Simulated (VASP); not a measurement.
# MnRu (P-6m2) in VASP: a series of runs, part 2 of 2

VASP 6.6.1. Earlier steps stand in the parts before.

### Step 3. Vibrations by perturbation theory, LDA

This run uses another cell than the first one, of 11.71 Å³/atom.

INCAR

```
PREC = Accurate
ENCUT = 500
EDIFF = 1E-8
ISMEAR = -1
SIGMA = 0.05
LREAL = False
LASPH = True
NELM = 120
ALGO = Normal
ISIF = 2
LWAVE = False
LCHARG = False
NBANDS = 20
IBRION = 8
NSW = 1
GGA_COMPAT = False
```

KPOINTS

```
regular mesh
0
Gamma
  12 12 8
```

POSCAR

```
MnRu
1.0
    2.5931440258      0.0000000000      0.0000000000
   -1.2965720129      2.2457286020      0.0000000000
    0.0000000000      0.0000000000      4.0219974368
Mn Ru
1 1
Direct
    0.6666666667      0.3333333333      0.5000000000
    0.3333333333      0.6666666667      0.0000000000
```

Potentials or basis: VASP PAW LDA potentials, release 64 (Mn_pv, Ru_pv).

Command:

```
$ cat potpaw_LDA.64/Mn_pv/POTCAR potpaw_LDA.64/Ru_pv/POTCAR > POTCAR
$ mpirun -np 1 vasp_std > vasp.out
```

OUTCAR:

```text
PREC = Accurate
   ENCUT = 500
   EDIFF = 1E-8
   ISMEAR = -1
   LREAL = False
   LASPH = True
   NELM = 120
   ISIF = 2
   IBRION = 8
   NSW = 1

 ion  position               nearest neighbor table
   1  0.667  0.333  0.500-   2 2.51   2 2.51   2 2.51   2 2.51   2 2.51   2 2.51
   2  0.333  0.667  0.000-   1 2.51   1 2.51   1 2.51   1 2.51   1 2.51   1 2.51

  LATTYP: Found a hexagonal cell.
 ALAT       =     2.5931440258
 C/A-ratio  =     1.5510119750

  Lattice vectors:

 A1 = (   2.5931440258,   0.0000000000,   0.0000000000)
 A2 = (  -1.2965720129,   2.2457286020,   0.0000000000)
 A3 = (   0.0000000000,   0.0000000000,   4.0219974368)

Analysis of symmetry for initial positions (statically):
=====================================================================
 Subroutine PRICEL returns:
 Original cell was already a primitive cell.

 Routine SETGRP: Setting up the symmetry group for a
 hexagonal supercell.

 Subroutine GETGRP returns: Found 12 space group operations
 (whereof 12 operations were pure point group operations)
 out of a pool of 24 trial point group operations.

The static configuration has the point symmetry D_3h.

Analysis of symmetry for dynamics (positions and initial velocities):
=====================================================================
 Subroutine PRICEL returns:
 Original cell was already a primitive cell.

 Routine SETGRP: Setting up the symmetry group for a
 hexagonal supercell.

 Subroutine GETGRP returns: Found 12 space group operations
 (whereof 12 operations were pure point group operations)
 out of a pool of 24 trial point group operations.

The dynamic configuration has the point symmetry D_3h.

 Subroutine INISYM returns: Found 12 space group operations
 (whereof 12 operations are pure point group operations),
 and found     1 'primitive' translations

----------------------------------------------------------------------------------------

                                     Primitive cell

  volume of cell :      23.4221

  direct lattice vectors                    reciprocal lattice vectors
     2.593144026  0.000000000  0.000000000     0.385632263  0.222644891  0.000000000
    -1.296572013  2.245728602  0.000000000     0.000000000  0.445289782  0.000000000
     0.000000000  0.000000000  4.021997437     0.000000000  0.000000000  0.248632680

  length of vectors
     2.593144026  2.593144026  4.021997437     0.445289782  0.445289782  0.248632680

  position of ions in fractional coordinates (direct lattice)
     0.666666667  0.333333333  0.500000000
     0.333333333  0.666666667  0.000000000

  ion indices of the primitive-cell ions
   primitive index   ion index
[... 122 lines left out ...]
  energy without entropy =      -20.77653361  energy(sigma->0) =      -20.78480132

 E-fermi :  12.2221     XC(G=0): -14.5963

 val. band max:       12.2180821565   @ k =   0.0833   0.0833   0.2500
 cond. band min:      12.2412855797   @ k =   0.0833  -0.0000   0.2500
 fundamental gap:      0.0232034232
 Fermi energy:        12.2221439333

 k-point     1 :       0.0000    0.0000    0.0000
  band No.  band energies     occupation
      1     -35.4615      2.00000
      2     -35.1002      2.00000
      3     -35.1002      2.00000
      4     -30.5355      2.00000
      5     -30.0172      2.00000
      6     -30.0172      2.00000
[... 541 lines left out ...]
     19      22.2590      0.00000
     20      23.5085      0.00000

 [... further k-points ...]

------------------------ aborting loop because EDIFF is reached ----------------------------------------

  FORCE on cell =-STRESS in cart. coord.  units (eV):
  Direction    XX          YY          ZZ          XY          YZ          ZX
  --------------------------------------------------------------------------------------
  -------------------------------------------------------------------------------------
  Total        0.1198830      0.1198830      0.0922480      0.0000000      0.0000000      0.0000000
  in kB        8.2005406      8.2005406      6.3101786      0.0000000      0.0000000      0.0000000
  external PRESSURE =       7.5704199 kB  Pullay stress =       0.0000000 kB

 VOLUME and BASIS-vectors are now :
 -----------------------------------------------------------------------------
  energy-cutoff  :      500.00
  volume of cell :       23.42
      direct lattice vectors                 reciprocal lattice vectors
     2.593144026  0.000000000  0.000000000     0.385632263  0.222644891  0.000000000
    -1.296572013  2.245728602  0.000000000     0.000000000  0.445289782  0.000000000
     0.000000000  0.000000000  4.021997437     0.000000000  0.000000000  0.248632680

 POSITION                                       TOTAL-FORCE (eV/Angst)
 -----------------------------------------------------------------------------------
      1.29657      0.74858      2.01100        -0.000000      0.000000      0.000000
     -0.00000      1.49715      0.00000         0.000000      0.000000      0.000000
 -----------------------------------------------------------------------------------
    total drift:                                0.000000     -0.000000      0.000000

  FREE ENERGIE OF THE ION-ELECTRON SYSTEM (eV)
  ---------------------------------------------------
  free  energy   TOTEN  =       -20.7930690266 eV

  energy  without entropy=      -20.7765336099  energy(sigma->0) =      -20.78480132

[... ionic steps 2 to 3 ...]

--------------------------------------- Ionic step        4  -------------------------------------------

------------------------ aborting loop because EDIFF is reached ----------------------------------------
[... 11 lines left out ...]
[... ionic steps 8 to 8 ...]

--------------------------------------- Ionic step        9  -------------------------------------------

 Free energy of the ion-electron system (eV)
  ---------------------------------------------------
  ---------------------------------------------------
  free energy    TOTEN  =        -0.73331702 eV

  energy without entropy =       -0.73331701

------------------------ aborting loop because EDIFF is reached ----------------------------------------

 INTERNAL STRAIN TENSOR  FOR ION    2  DIRECTION 3   (eV/Angst):
 -----------------------------------------------------------------------------
    -0.04943  0.00000 -0.00000
     0.00000 -0.04943  0.00000
    -0.00000  0.00000  0.10157

 INTERNAL STRAIN TENSOR FOR ION    2 for displacements in x,y,z  (eV/Angst):
          X           Y           Z          XY          YZ          ZX
  --------------------------------------------------------------------------------
  x     0.00000    -0.00000     0.00000    -3.35965     0.00000     0.00000
  y    -3.35965     3.35965     0.00000     0.00000     0.00000     0.00000
  z     0.00000     0.00000     0.00000     0.00000     0.00000     0.00000

 SECOND DERIVATIVES (NOT SYMMETRIZED)
 ------------------------------------
               1X          1Y          1Z          2X          2Y          2Z
  1X    -5.024451   -0.000000    0.000000    5.024451    0.000000    0.000000
  1Y     0.000000   -5.024451    0.000000    0.000000    5.024451    0.000000
  1Z    -0.000000   -0.000000   -9.112424    0.000000    0.000000    9.112424
  2X     5.041935    0.000000    0.000000   -5.041935   -0.000000    0.000000
  2Y     0.000000    5.041935    0.000000    0.000000   -5.041935    0.000000
  2Z    -0.000000    0.000000    9.097736    0.000000    0.000000   -9.097736

 Eigenvectors and eigenvalues of the dynamical matrix
 ----------------------------------------------------

   1 f  =    7.908066 THz    49.687846 2PiTHz  263.784699 cm-1    32.705120 meV
             X         Y         Z           dx          dy          dz
      1.296572  0.748576  2.010999    -0.000000    0.000000    0.805121
     -0.000000  1.497152  0.000000     0.000000    0.000000   -0.593111
[... 21 lines left out ...]
   6 f/i=    0.004878 THz     0.030651 2PiTHz    0.162722 cm-1     0.020175 meV
             X         Y         Z           dx          dy          dz
      1.296572  0.748576  2.010999     0.000000   -0.594089    0.000000
     -0.000000  1.497152  0.000000    -0.000000   -0.804399    0.000000

--------------------------------------------------------------------------------------------------------

 ELASTIC MODULI CONTR FROM IONIC RELAXATION (kBar)
 Direction    XX          YY          ZZ          XY          YZ          ZX
 --------------------------------------------------------------------------------
 XX        -154.4032    154.4032      0.0000      0.0000      0.0000      0.0000
 YY         154.4032   -154.4032      0.0000     -0.0000     -0.0000      0.0000
 ZZ           0.0000      0.0000      0.0000      0.0000      0.0000      0.0000
 XY           0.0000     -0.0000      0.0000   -154.4032      0.0000      0.0000
 YZ           0.0000     -0.0000      0.0000      0.0000     -0.0000      0.0000
 ZX           0.0000      0.0000      0.0000      0.0000      0.0000      0.0000
 --------------------------------------------------------------------------------
```

stdout:

```text
POSCAR found type information on POSCAR MnRu
 POSCAR found :  2 types and       2 ions
 scaLAPACK will be used
 LDA part: xc-table for (Slater(with rela. corr.)+CA(PZ))
 , standard interpolation
 POSCAR, INCAR and KPOINTS ok, starting setup
 FFT: planning ... GRIDC
 FFT: planning ... GRID_SOFT
 FFT: planning ... GRID
 WAVECAR not read
 entering main loop
 Linear response reoptimize wavefunctions to high precision
 Linear response DOF=           4
 Linear response progress:
 first order change of Fermi-energy  -0.55135E-04
 force on displaced ion       1 direction 1 :  -5.024   0.007   0.000
 Linear response progress:
 first order change of Fermi-energy  -0.11869E-02
 force on displaced ion       1 direction 3 :  -0.000   0.000  -9.112
 Linear response progress:
 first order change of Fermi-energy   0.58689E-04
 force on displaced ion       2 direction 1 :  -5.042   0.008   0.000
 Linear response progress:
 first order change of Fermi-energy   0.16619E-02
 force on displaced ion       2 direction 3 :   0.000  -0.000  -9.098
 Linear response finished
```

Wall time 9.4 min (1 thread of AMD EPYC 9R45 (Zen 5), shared host); peak memory 0.39 GiB.

What came out:

```yaml
Highest_phonon_frequency_at_Γ: 264 cm⁻¹
```

Phonon frequencies in cm⁻¹ (negative: imaginary):
| q point | frequencies |
| --- | --- |
| (0.000, 0.000, 0.000) | 0 0 0 196 196 264 |

Caveat: the run has no spin polarisation, though such a crystal can be magnetic.

### Step 4. Vibrations by perturbation theory, LDA (12.06 Å³/atom)

This run uses another cell than the first one, of 12.06 Å³/atom.

INCAR

```
PREC = Accurate
ENCUT = 500
EDIFF = 1E-8
ISMEAR = -1
SIGMA = 0.05
LREAL = F
LASPH = T
NELM = 120
ALGO = Normal
ISIF = 2
LWAVE = F
LCHARG = F
NBANDS = 20
IBRION = 8
NSW = 1
GGA_COMPAT = F
```

KPOINTS is that of step 3.

POSCAR

```
MnRu
1.0
    2.6188203890      0.0000000000      0.0000000000
   -1.3094101945      2.2679649848      0.0000000000
    0.0000000000      0.0000000000      4.0618217836
Mn Ru
1 1
Direct
    0.6666666667      0.3333333333      0.5000000000
    0.3333333333      0.6666666667      0.0000000000
```

Potentials or basis: VASP PAW LDA potentials, release 64 (Mn_pv, Ru_pv).

Command:

```
$ cat potpaw_LDA.64/Mn_pv/POTCAR potpaw_LDA.64/Ru_pv/POTCAR > POTCAR
$ mpirun -np 1 vasp_std > vasp.out
```

OUTCAR:

```text
PREC = Accurate
   ENCUT = 500
   EDIFF = 1E-8
   ISMEAR = -1
   LREAL = F
   LASPH = T
   NELM = 120
   ISIF = 2
   IBRION = 8
   NSW = 1

 ion  position               nearest neighbor table
   1  0.667  0.333  0.500-   2 2.53   2 2.53   2 2.53   2 2.53   2 2.53   2 2.53
   2  0.333  0.667  0.000-   1 2.53   1 2.53   1 2.53   1 2.53   1 2.53   1 2.53

  LATTYP: Found a hexagonal cell.
 ALAT       =     2.6188203890
 C/A-ratio  =     1.5510119750

  Lattice vectors:
[... 818 lines left out ...]
               1X          1Y          1Z          2X          2Y          2Z
  1X    -4.594725    0.000000    0.000000    4.594725    0.000000    0.000000
  1Y     0.000000   -4.594725    0.000000    0.000000    4.594725    0.000000
  1Z     0.000000    0.000000   -7.405560   -0.000000    0.000000    7.405560
  2X     4.564569    0.000000    0.000000   -4.564569    0.000000    0.000000
  2Y     0.000000    4.564569    0.000000    0.000000   -4.564569    0.000000
  2Z     0.000000    0.000000    7.392892    0.000000    0.000000   -7.392892

 Eigenvectors and eigenvalues of the dynamical matrix
 ----------------------------------------------------

   1 f  =    7.128937 THz    44.792430 2PiTHz  237.795728 cm-1    29.482899 meV
             X         Y         Z           dx          dy          dz
      1.309410  0.755988  2.030911     0.000000    0.000000    0.805135
     -0.000000  1.511977  0.000000     0.000000    0.000000   -0.593092
[... 21 lines left out ...]
   6 f/i=    0.008815 THz     0.055384 2PiTHz    0.294022 cm-1     0.036454 meV
             X         Y         Z           dx          dy          dz
      1.309410  0.755988  2.030911    -0.312413    0.503037    0.000000
     -0.000000  1.511977  0.000000    -0.425141    0.684548    0.000000

--------------------------------------------------------------------------------------------------------

 ELASTIC MODULI CONTR FROM IONIC RELAXATION (kBar)
 Direction    XX          YY          ZZ          XY          YZ          ZX
 --------------------------------------------------------------------------------
 XX        -119.4761    119.4761      0.0000     -0.0000      0.0000      0.0000
 YY         119.4761   -119.4761      0.0000      0.0000      0.0000      0.0000
 ZZ           0.0000      0.0000      0.0000      0.0000      0.0000      0.0000
 XY          -0.0000      0.0000      0.0000   -119.4761      0.0000      0.0000
 YZ           0.0000      0.0000      0.0000      0.0000      0.0000      0.0000
 ZX           0.0000      0.0000      0.0000      0.0000      0.0000      0.0000
 --------------------------------------------------------------------------------
```

OSZICAR:

```text
N       E                     dE             d eps       ncg     rms          rms(c)
DAV:   1     0.270198467452E+03    0.27020E+03   -0.15775E+04  3800   0.164E+03
DAV:   2    -0.149958001115E+02   -0.28519E+03   -0.27572E+03  3836   0.463E+02
DAV:   3    -0.235079554438E+02   -0.85122E+01   -0.84256E+01  4188   0.927E+01
DAV:   4    -0.235967025776E+02   -0.88747E-01   -0.88627E-01  4588   0.913E+00
[... 104 lines left out ...]
RMM:  17    -0.732199226856E+00   -0.12918E-07   -0.39345E-07  9814   0.391E-05    0.107E-06
RMM:  18    -0.732199244279E+00   -0.17424E-07   -0.28968E-07  8602   0.272E-05    0.893E-07
RMM:  19    -0.732199273291E+00   -0.29012E-07   -0.19338E-07  9399   0.205E-05    0.183E-07
RMM:  20    -0.732199267991E+00    0.53004E-08   -0.15752E-07  5890   0.133E-05    0.514E-07
RMM:  21    -0.732199275762E+00   -0.77717E-08   -0.98968E-08  5539   0.949E-06    0.366E-07
 Linear response finished
```

Run time: 8.7 min. Hardware: 1 thread of AMD EPYC 9R45 (Zen 5), shared host; peak memory 0.4 GiB.

Results:

```yaml
Highest_phonon_frequency_at_Γ: 238 cm⁻¹
```

Phonon frequencies in cm⁻¹ (negative: imaginary):
```
              q point        frequencies
(0.000, 0.000, 0.000)  0 0 0 187 187 238
```

Caveat: the cell stands under pressure or tension, which shifts response properties; the run has no spin polarisation, though such a crystal can be magnetic. Spin polarisation is off, so any magnetic state and its effect on volume and gap are missing.
